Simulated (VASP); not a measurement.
# Ti (Fmmm) in VASP: notebook

The runs below take Ti through single point, with PBE.

Program: VASP 6.6.1. These are calculated values, not measurements. Logs are shortened: lines on timing, memory, paths and dates and some standing lists are left out, and cuts for length are marked.

**1. The cell of the first run**

Symmetry: Fmmm, No. 69, orthorhombic system. Conventional cell: a = 3.092 Å, b = 4.266 Å, c = 4.941 Å, α = 90.00°, β = 90.00°, γ = 90.00°. Ti (site symmetry mmm) has 14 Ti at 2.63 to 3.26 Å within 3.5 Å.

**2. Single point, PBE (engineering shear strain xy -0.1467, normal strain along z -0.0500)**

INCAR reads:

```
PREC = Accurate ; ENCUT = 520
EDIFF = 1E-7 ; ISMEAR = 0
SIGMA = 0.15 ; LREAL = F
LASPH = T ; NELM = 80
ALGO = Fast ; ISIF = 2
LWAVE = F ; LCHARG = F
GGA = PE ; NBANDS = 12
```

KPOINTS reads:

```
regular mesh
0
Gamma
  20 20 20
```

POSCAR reads:

```
Ti
1.0
   -1.7470044324      1.7470044324      1.5462376771
    1.7470044324     -1.7470044324      1.5462376771
    1.5082327826      1.5082327826     -1.5462376771
Ti
1
Direct
    0.0000000000      0.0000000000      0.0000000000
```

Potentials or basis: VASP PAW PBE potentials, release 64 (Ti_sv).

Run with:

```bash
> cat potpaw_PBE.64/Ti_sv/POTCAR > POTCAR
> mpirun -np 1 vasp_std > vasp.out
```

OUTCAR:

```text
PREC = Accurate
   ENCUT = 520
   EDIFF = 1E-7
   ISMEAR = 0
   LREAL = F
   LASPH = T
   NELM = 80
   ISIF = 2
   GGA = PE

 ion  position               nearest neighbor table
   1  0.000  0.000  0.000-

  LATTYP: Found a face centered orthorhombic cell.
 ALAT       =     3.0924753542
 B/A-ratio  =     1.3794536816
 C/A-ratio  =     1.5978380287

  Lattice vectors:

 A1 = (  -0.2387716498,   3.2552372150,   0.0000000000)
 A2 = (  -1.7470044324,   1.7470044324,   1.5462376771)
 A3 = (   1.5082327826,   1.5082327826,   1.5462376771)

Analysis of symmetry for initial positions (statically):
=====================================================================
 Subroutine PRICEL returns:
 Original cell was already a primitive cell.

 Routine SETGRP: Setting up the symmetry group for a
 face centered orthorhombic supercell.

 Subroutine GETGRP returns: Found  8 space group operations
 (whereof  8 operations were pure point group operations)
 out of a pool of  8 trial point group operations.

The static configuration has the point symmetry D_2h.

Analysis of symmetry for dynamics (positions and initial velocities):
=====================================================================
 Subroutine PRICEL returns:
 Original cell was already a primitive cell.

 Routine SETGRP: Setting up the symmetry group for a
 face centered orthorhombic supercell.

 Subroutine GETGRP returns: Found  8 space group operations
 (whereof  8 operations were pure point group operations)
 out of a pool of  8 trial point group operations.

The dynamic configuration has the point symmetry D_2h.

 Subroutine INISYM returns: Found  8 space group operations
 (whereof  8 operations are pure point group operations),
 and found     1 'primitive' translations

----------------------------------------------------------------------------------------

                                     Primitive cell

  volume of cell :      16.2967

  direct lattice vectors                    reciprocal lattice vectors
    -1.747004432  1.747004432  1.546237677     0.022654808  0.308859005  0.323365552
     1.747004432 -1.747004432  1.546237677     0.308859005  0.022654808  0.323365552
     1.508232783  1.508232783 -1.546237677     0.331513813  0.331513813  0.000000000

  length of vectors
     2.914601161  2.914601161  2.634460705     0.447741449  0.447741449  0.468831330

  position of ions in fractional coordinates (direct lattice)
     0.000000000  0.000000000  0.000000000

  ion indices of the primitive-cell ions
   primitive index   ion index
                 1           1

----------------------------------------------------------------------------------------

 KPOINTS: regular mesh

Automatic generation of k-mesh.
 Grid dimensions read from file:
 generate k-points for:   20   20   20

 Generating k-lattice:

  Cartesian coordinates                     Fractional coordinates (reciprocal lattice)
     0.001132740  0.015442950  0.016168278     0.050000000 -0.000000000  0.000000000
     0.015442950  0.001132740  0.016168278    -0.000000000  0.050000000  0.000000000
     0.016575691  0.016575691  0.000000000     0.000000000  0.000000000  0.050000000

  Length of vectors
     0.022387072  0.022387072  0.023441566

  Shift w.r.t. Gamma in fractional coordinates (k-lattice)
     0.000000000  0.000000000  0.000000000

 Subroutine IBZKPT returns following result:
 ===========================================

 Found   1166 irreducible k-points:

 Following reciprocal coordinates:
            Coordinates               Weight
  0.000000  0.000000  0.000000      1.000000
  0.050000  0.000000 -0.000000      8.000000
  0.100000 -0.000000  0.000000      8.000000
  0.150000  0.000000 -0.000000      8.000000
  0.200000 -0.000000  0.000000      8.000000
  0.250000 -0.000000  0.000000      8.000000
[... 16 lines left out ...]
 -0.400000  0.050000  0.000000      8.000000
 -0.350000  0.050000  0.000000      8.000000
 [... further k-points ...]
   k-points           NKPTS =   1166   k-points in BZ     NKDIM =   1166   number of bands    NBANDS=     12
   number of dos      NEDOS =    301   number of ions     NIONS =      1
   total plane-waves  NPLWV =  11520
   dimension x,y,z NGX =    24 NGY =   24 NGZ =   20
   dimension x,y,z NGXF=    48 NGYF=   48 NGZF=   40
   ions per type =               1
   NGX,Y,Z   is equivalent  to a cutoff of  13.69, 13.69, 12.62 a.u.
   NGXF,Y,Z  is equivalent  to a cutoff of  27.38, 27.38, 25.24 a.u.
 SYSTEM =  unknown system
   PREC   = accura    normal or accurate (medium, high low for compatibility)
   ISTART =      0    job   : 0-new  1-cont  2-samecut
   ICHARG =      2    charge: 1-file 2-atom 10-const
   ISPIN  =      1    spin polarized calculation?
   LNONCOLLINEAR =      F non collinear calculations
   LSORBIT =      F    spin-orbit coupling
   LASPH  =      T    aspherical Exc in radial PAW
   ENCUT  =  520.0 eV  38.22 Ry    6.18 a.u.   5.42  5.42  4.90*2*pi/ulx,y,z
   NELM   =     80;   NELMIN=  2; NELMDL= -5     # of ELM steps
   EDIFF  = 0.1E-06   stopping-criterion for ELM
   LREAL  =      F    real-space projection
   EDIFFG = 0.1E-05   stopping-criterion for IOM
   NSW    =      0    number of steps for IOM
   IBRION =     -1    ionic relax: 0-MD 1-quasi-New 2-CG
   NFREE  =      0    steps in history (QN), initial steepest desc. (CG)
   ISIF   =      2    stress and relaxation
   ISYM   =      2    0-nonsym 1-usesym 2-fastsym
   POTIM  = 0.5000    time-step for ionic-motion
   TEBEG  =    0.0;   TEEND  =   0.0 temperature during run
   PSTRESS=    0.0 pullay stress
   NELECT =      12.0000    total number of electrons
   NUPDOWN=      -1.0000    fix difference up-down
   EMIN   =  10.00;   EMAX   =-10.00  energy-range for DOS
   EFERMI =   0.00;   METHOD = LEGACY
   ISMEAR =     0;   SIGMA  =   0.15  broadening in eV -4-tet -1-fermi 0-gaus
   EFERMI_NEDOS =   21; number of points for ismear=-14 and -15
   IALGO  =     68    algorithm
   IMIX   =      4    mixing-type and parameters
     AMIX     =   0.40;   BMIX     =  1.00
     AMIX_MAG =   1.60;   BMIX_MAG =  1.00
  volume/ion in A,a.u.               =      16.30       109.98
  Fermi-wavevector in a.u.,A,eV,Ry     =   1.478322  2.793623 29.734661  2.185436
  Thomas-Fermi vector in A             =   2.592617
   LORBIT       =      0    0 simple, 1 ext, 2 COOP (PROOUT), +10 PAW based schemes
   GGA     = PE    functional components
   LHFCALC =     F    Hartree Fock is set to
   AEXX    =    0.0000 exact exchange contribution
   IVDW    =     0    specifies the selected vdW correction
   LEPSILON=     F    determine dielectric tensor
   LRPA    =     F    only Hartree local field effects (RPA)
 non-spin polarized calculation
 RMM-DIIS sequential band-by-band and
 Gauss-broadening in eV      SIGMA  =   0.15
  energy-cutoff  :      520.00
  volume of cell :       16.30
 maximum number of plane-waves:       453
 NGX is ok and might be reduce to    24
   NGX = 11   NGY = 11   NGZ =  9

 number of electron      12.0000001 magnetization

 Free energy of the ion-electron system (eV)
  ---------------------------------------------------
  ext. energy  EPLUGINS =         0.00000000
  ---------------------------------------------------
  free energy    TOTEN  =        -7.67663443 eV

  energy without entropy =       -7.65433932  energy(sigma->0) =       -7.66548688

 E-fermi :   8.7638     XC(G=0): -11.7824

 val. band max:        8.7636462793   @ k =   0.1500   0.1000   0.0500
 cond. band min:       8.7652568716   @ k =   0.3000   0.1500   0.2000
 fundamental gap:      0.0016105923
 Fermi energy:         8.7638210174

 k-point     1 :       0.0000    0.0000    0.0000
  band No.  band energies     occupation
      1     -47.6492      2.00000
      2     -23.5384      2.00000
      3     -23.3862      2.00000
      4     -23.2548      2.00000
      5       2.7040      2.00000
      6       9.1698      0.00013
      7       9.2351      0.00001
      8      10.6991      0.00000
      9      11.8154      0.00000
     10      12.0140      0.00000
     11      24.6441      0.00000
     12      27.4724      0.00000

 k-point     2 :       0.0500    0.0000   -0.0000
  band No.  band energies     occupation
      1     -47.6446      2.00000
      2     -23.5432      2.00000
      3     -23.3995      2.00000
      4     -23.2667      2.00000
      5       2.7976      2.00000
      6       9.1710      0.00012
      7       9.2728      0.00000
      8      10.6743      0.00000
      9      11.7999      0.00000
     10      11.9707      0.00000
     11      24.7134      0.00000
     12      27.3428      0.00000

 k-point     3 :       0.1000   -0.0000    0.0000
  band No.  band energies     occupation
      1     -47.6312      2.00000
      2     -23.5593      2.00000
      3     -23.4452      2.00000
      4     -23.2912      2.00000
      5       3.0724      2.00000
      6       9.1295      0.00057
      7       9.4064      0.00000
      8      10.6081      0.00000
      9      11.7417      0.00000
     10      11.8955      0.00000
     11      24.8762      0.00000
     12      26.8887      0.00000
[... 286 lines left out ...]
 k-point    23 :      -0.4000    0.0500    0.0000
  band No.  band energies     occupation
      1     -47.4909      2.00000
      2     -24.1374      2.00000
      3     -23.6749      2.00000
      4     -23.3498      2.00000
      5       5.9684      2.00000
      6       8.2676      2.00000
      7       9.4389      0.00000
      8      11.8670      0.00000
      9      12.0485      0.00000
     10      12.6736      0.00000
     11      20.2489      0.00000
     12      22.3339      0.00000

 k-point    24 :      -0.3500    0.0500    0.0000
  band No.  band energies     occupation
      1     -47.5164      2.00000
      2     -24.0159      2.00000
      3     -23.6530      2.00000
      4     -23.3452      2.00000
      5       5.5838      2.00000
      6       8.4289      1.99841
      7       9.1935      0.00005
      8      11.7741      0.00000
      9      11.8694      0.00000
     10      12.2702      0.00000
     11      21.5584      0.00000
     12      22.9106      0.00000

 [... further k-points ...]
[... 5 lines left out ...]
  --------------------------------------------------------------------------------------
  -------------------------------------------------------------------------------------
  Total        0.6324511      0.6324511      0.6200460      0.5772968      0.0000000      0.0000000
  in kB       62.1783118     62.1783118     60.9587265     56.7559137      0.0000000      0.0000000
  external PRESSURE =      61.7717833 kB  Pullay stress =       0.0000000 kB

 VOLUME and BASIS-vectors are now :
 -----------------------------------------------------------------------------
  energy-cutoff  :      520.00
  volume of cell :       16.30
      direct lattice vectors                 reciprocal lattice vectors
    -1.747004432  1.747004432  1.546237677     0.022654808  0.308859005  0.323365552
     1.747004432 -1.747004432  1.546237677     0.308859005  0.022654808  0.323365552
     1.508232783  1.508232783 -1.546237677     0.331513813  0.331513813  0.000000000

 POSITION                                       TOTAL-FORCE (eV/Angst)
 -----------------------------------------------------------------------------------
      0.00000      0.00000      0.00000         0.000000      0.000000      0.000000
 -----------------------------------------------------------------------------------
    total drift:                                0.000000      0.000000     -0.000000

  FREE ENERGIE OF THE ION-ELECTRON SYSTEM (eV)
  ---------------------------------------------------
  free  energy   TOTEN  =        -7.6766344346 eV

  energy  without entropy=       -7.6543393233  energy(sigma->0) =       -7.66548688
```

Wall time 4.7 min (1 thread of Intel Xeon 6975P-C, shared host); peak memory 0.33 GiB.

What came out:

| Property | Result |
| --- | --- |
| Free energy | -7.6766 eV |
| Pressure | 6.2 GPa |
| Band gap on the k mesh | zero (band 6 reaches 9.74 eV, above the bottom of band 7 at 8.18 eV) |

Stress tensor (GPa, compression positive):
```
6.22 5.68 0.00
5.68 6.22 0.00
0.00 0.00 6.10
```

Caveat: the cell differs from its parent crystal (engineering shear strain xy -0.1467, normal strain along z -0.0500).

(Part 1 of 3 ends here.)
